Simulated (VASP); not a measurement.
Hf2Sc3N:

```
CELL_PARAMETERS angstrom
2.58495 -4.65211 0.00000
2.58495 4.65211 0.00000
0.00000 0.00000 4.26648
ATOMIC_POSITIONS crystal
Hf 0.50000 0.00000 0.50000
Hf 0.00000 0.50000 0.50000
Sc 0.67796 0.32204 0.00000
Sc 0.32204 0.67796 0.00000
Sc 0.50000 0.50000 0.50000
N 0.00000 0.00000 0.00000
```

The cell was built from a structure type or drawn by symmetry, and may not be a known phase.

| Item | Value |
| --- | --- |
| Program | VASP 6.6.1 |
| Task | relaxation of cell and atoms |
| Functional | PBE |
| Potentials or basis | VASP PAW PBE potentials, release 64 (Hf_pv, Sc_sv, N) |
| Cutoff | 600 eV |
| k mesh | 4 × 4 × 4 |
| Occupations | gaussian, width 0.1 eV |
| Spin | no spin polarisation |

At the start: pressure 32.4 GPa; volume 17.10 Å³/atom.

Q: How do energy, volume and symmetry change on relaxing?

A: Over 25 steps the energy falls by 870.1 meV/atom and the volume is 24.95 Å³/atom (+45.9 %); space group Cmmm (No. 65, to 0.1 Å) before and after.

The path:
| step | energy change (eV) | largest force (eV/Å) | pressure (GPa) | volume (Å³) |
| --- | --- | --- | --- | --- |
| 1 | 0.0000 | 0.6155 | 32.36 | 102.61 |
| 2 | -3.9293 | 0.2373 | -3.87 | 162.50 |
| 3 | -4.0692 | 0.1548 | -0.17 | 149.33 |
| 4 | -4.0705 | 0.1655 | -0.65 | 150.81 |
| 5 | -4.2171 | 0.0335 | -0.49 | 149.80 |
| 6 | -4.2889 | 0.5768 | 0.91 | 145.99 |
| 7 | -4.3339 | 0.2731 | 0.07 | 147.85 |
| 8 | -4.3361 | 0.3194 | 0.18 | 147.57 |
| 9 | -4.3631 | 0.4503 | 0.06 | 148.19 |
| 10 | -4.4702 | 0.7879 | -0.27 | 149.93 |
| 11 | -4.6906 | 1.1816 | -0.75 | 152.85 |
| 12 | -4.3793 | 1.1635 | -1.01 | 156.26 |
| 13 | -4.7704 | 1.1795 | -0.95 | 153.74 |
| 14 | -4.7759 | 1.2038 | -1.00 | 154.16 |
| 15 | -4.7809 | 1.2001 | -1.02 | 154.24 |
| 16 | -4.7950 | 1.1885 | -1.08 | 154.46 |
| 17 | -4.8184 | 1.1612 | -1.21 | 154.89 |
| 18 | -4.8423 | 1.0707 | -1.42 | 155.68 |
| 19 | -4.8759 | 1.0244 | -1.36 | 155.34 |
| 20 | -4.9670 | 0.8867 | -1.18 | 154.31 |
| 21 | -5.1068 | 0.6120 | -0.72 | 152.26 |
| 22 | -5.2175 | 0.0191 | 0.58 | 148.10 |
| 23 | -5.2175 | 0.0446 | 0.52 | 148.25 |
| 24 | -5.2196 | 0.0349 | 0.25 | 148.96 |
| 25 | -5.2203 | 0.0244 | -0.04 | 149.73 |

Final structure:
```cif
data_structure
_symmetry_space_group_name_H-M 'P 1'
_symmetry_Int_Tables_number 1
_cell_length_a 6.3052
_cell_length_b 6.3052
_cell_length_c 5.3764
_cell_angle_alpha 90.000
_cell_angle_beta 90.000
_cell_angle_gamma 135.533
_cell_volume 149.73
loop_
_atom_site_label
_atom_site_type_symbol
_atom_site_fract_x
_atom_site_fract_y
_atom_site_fract_z
_atom_site_occupancy
Hf1 Hf 0.50000 0.00000 0.50000 1
Hf2 Hf 0.00000 0.50000 0.50000 1
Sc1 Sc 0.62493 0.37507 0.00000 1
Sc2 Sc 0.37507 0.62493 0.00000 1
Sc3 Sc 0.50000 0.50000 0.50000 1
N1 N 0.00000 0.00000 0.00000 1
```

Caveat: the k points lie up to 0.36 Å⁻¹ apart in the final cell; the volume moved by over 15 % at a fixed basis, so the end points are rough.
